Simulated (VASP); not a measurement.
Here is a VASP 6.6.1 calculation.

The input POSCAR:

```
ZnO
1.0
    2.6461709590      0.0000000000      0.0000000000
    0.0000000000      2.6461709590      0.0000000000
    0.0000000000      0.0000000000      2.6461709590
Zn O
1 1
Direct
    0.0000000000      0.0000000000      0.0000000000
    0.5000000000      0.5000000000      0.5000000000
```

INCAR.step1

```
PREC = Accurate
ENCUT = 910
EDIFF = 1E-5
ISMEAR = -1
SIGMA = 0.02
LREAL = F
LASPH = T
NELM = 120
ALGO = Normal
ISIF = 2
LWAVE = T
LCHARG = F
GGA = PE
NBANDS = 16
GGA_COMPAT = F
```

File INCAR.step2:

```
PREC = Accurate
ENCUT = 910
EDIFF = 1E-6
ISMEAR = -1
SIGMA = 0.02
LREAL = F
LASPH = T
NELM = 120
ALGO = Normal
ISIF = 2
LWAVE = F
LCHARG = F
GGA = PE
LHFCALC = T
AEXX = 1.0
HFSCREEN = 0.5
PRECFOCK = Normal
ISTART = 1
NBANDS = 16
ALDAC = 1.0
AGGAC = 1.0
GGA_COMPAT = F
```

KPOINTS

```
Automatic mesh
0
Gamma
  4 4 4
```

Potentials or basis: VASP PAW PBE potentials, release 64 (Zn, O_h).

The run is started by

```console
$ cat potpaw_PBE.64/Zn/POTCAR potpaw_PBE.64/O_h/POTCAR > POTCAR
$ cp INCAR.step1 INCAR
$ mpirun -np 1 vasp_std > vasp.out
$ cp INCAR.step2 INCAR
$ mpirun -np 1 vasp_std > vasp.out
```

Problem. What does it give for the band gap on the k mesh?

Solution. 3.50 eV, indirect (least direct gap 4.87 eV).

Problem. Estimate the pressure.

Solution. -12.6 GPa.

Caveat: the k points lie up to 0.59 Å⁻¹ apart; the cutoff is under 1.25 times the usual one of these potentials, so pressure, stress and relaxed cells hold a basis-set (Pulay) error; the PAW data sets were made with another functional, which shifts forces and pressure a little. A k mesh can miss the band edges.
